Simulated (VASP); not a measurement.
Set up this calculation in VASP 6.6.1, as the native input.

- Task: relaxation of volume and atoms at fixed shape
- Functional: PBEsol
- Potentials or basis: VASP PAW PBE potentials, release 64 (Ti_sv, Rh_pv)
- Cutoff: 500 eV
- k mesh: 6 × 6 × 5
- Occupations: fermi-dirac, width 0.05 eV
- Spin: no spin polarisation
- Dipole correction: no
- Further INCAR settings: ALGO = Normal; EDIFF = 1e-07; IBRION = 2; EDIFFG = -0.02; NSW = 80; ISIF = 8

The structure of TiRh lies in POSCAR:

```
TiRh
1.0
    2.9880000000      0.0000000000      0.0000000000
    0.0000000000      2.9880000000      0.0000000000
    0.0000000000      0.0000000000      3.3500000000
Ti Rh
1 1
Direct
    0.5000000000      0.5000000000      0.5000000000
    0.0000000000      0.0000000000      0.0000000000
```

The input as run:

INCAR

```
SYSTEM = TiRh
PREC = Accurate
ENCUT = 500
EDIFF = 1E-7
ISMEAR = -1
SIGMA = 0.05
LREAL = .FALSE.
LASPH = .TRUE.
NELM = 120
ALGO = Normal
ISIF = 8
LWAVE = .FALSE.
LCHARG = .FALSE.
GGA = PS
IBRION = 2
NSW = 80
EDIFFG = -0.02
GGA_COMPAT = .FALSE.
NELMIN = 4
```

KPOINTS

```
regular mesh
0
G
  6 6 5
  0 0 0
```

Potentials or basis: VASP PAW PBE potentials, release 64 (Ti_sv, Rh_pv).

Launch:

```sh
$ cat potpaw_PBE.64/Ti_sv/POTCAR potpaw_PBE.64/Rh_pv/POTCAR > POTCAR
$ mpirun -np 1 vasp_std > vasp.out
```

Results of the run:

```yaml
Relaxed_volume: 14.49 Å³/atom
Relaxed_cell: a = 2.957 Å, b = 2.957 Å, c = 3.315 Å, α = 90.00°, β = 90.00°, γ = 90.00°
Space_group_after_relaxing_to_0.05_Å: P4/mmm (No. 123)
Energy_gained_by_relaxing: 9.5 meV/atom
Ionic_steps: 3
Pressure_after_relaxing: -0.1 GPa
```

Caveat: the k points lie up to 0.38 Å⁻¹ apart in the final cell; the PAW data sets were made with another functional, which shifts forces and pressure a little.

Run time: 24 s on 1 thread of Intel(R) Xeon(R) Platinum 8375C CPU @ 2.90GHz (Ice Lake), with other jobs on the host, peak memory 0.15 GiB.
